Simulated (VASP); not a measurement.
Wanted: the native input for a VASP 6.6.1 run.

| Property | Result |
| --- | --- |
| Task | single point |
| Functional | PBE |
| Potentials or basis | VASP PAW PBE potentials, release 64 (Pt, S) |
| Cutoff | 520 eV |
| k mesh | 12 × 12 × 8 |
| Occupations | gaussian, width 0.05 eV |
| Spin | no spin polarisation |
| Dipole correction | no |
| Further INCAR settings | ALGO = Normal; EDIFF = 1e-06; NBANDS = 18 |

The structure of PtS2 lies in POSCAR:

```
PtS2
1.0
    3.5431994758      0.0000000000      0.0000000000
   -1.7715997379      3.0685007567      0.0000000000
    0.0000000000      0.0000000000      5.0388000000
Pt S
1 2
Direct
    0.0000000000      0.0000000000      0.0000000000
    0.3438767170      0.6378616069      0.2500000000
    0.6772100503      0.3045282736      0.7500000000
```

This cell differs from its parent crystal: all S atoms moved +0.125 Å, as atom 2 along Cartesian [1 -1 0].

One way to write it, as run:

INCAR

```
PREC = Accurate
ENCUT = 520
EDIFF = 1E-6
ISMEAR = 0
SIGMA = 0.05
LREAL = False
LASPH = True
NELM = 100
ALGO = Normal
ISIF = 2
LWAVE = False
LCHARG = True
GGA = PE
LELF = True
LVHAR = True
NBANDS = 18
```

KPOINTS

```
Automatic mesh
0
Gamma
  12 12 8
```

Potentials or basis: VASP PAW PBE potentials, release 64 (Pt, S).

Launch:

```sh
$ cat potpaw_PBE.64/Pt/POTCAR potpaw_PBE.64/S/POTCAR > POTCAR
$ mpirun -np 1 vasp_std > vasp.out
```

Results of the run:

```
Pressure               : 3.0 GPa
Largest force          : 2.026 eV/Å
Band gap on the k mesh : 0.56 eV (least direct gap 0.81 eV)
```

Caveat: the cell differs from its parent crystal (all S atoms moved +0.125 Å, as atom 2 along Cartesian [1 -1 0]); the cell stands under pressure; spin-orbit coupling is left out, which moves the levels of the heavy elements; forces of over 1 eV/Å act on the atoms, so gaps and moduli don't describe the material at rest.

Wall time 4.6 min on 1 thread of Intel(R) Xeon(R) 6975P-C (Granite Rapids), on a shared host, peak memory 0.61 GiB.
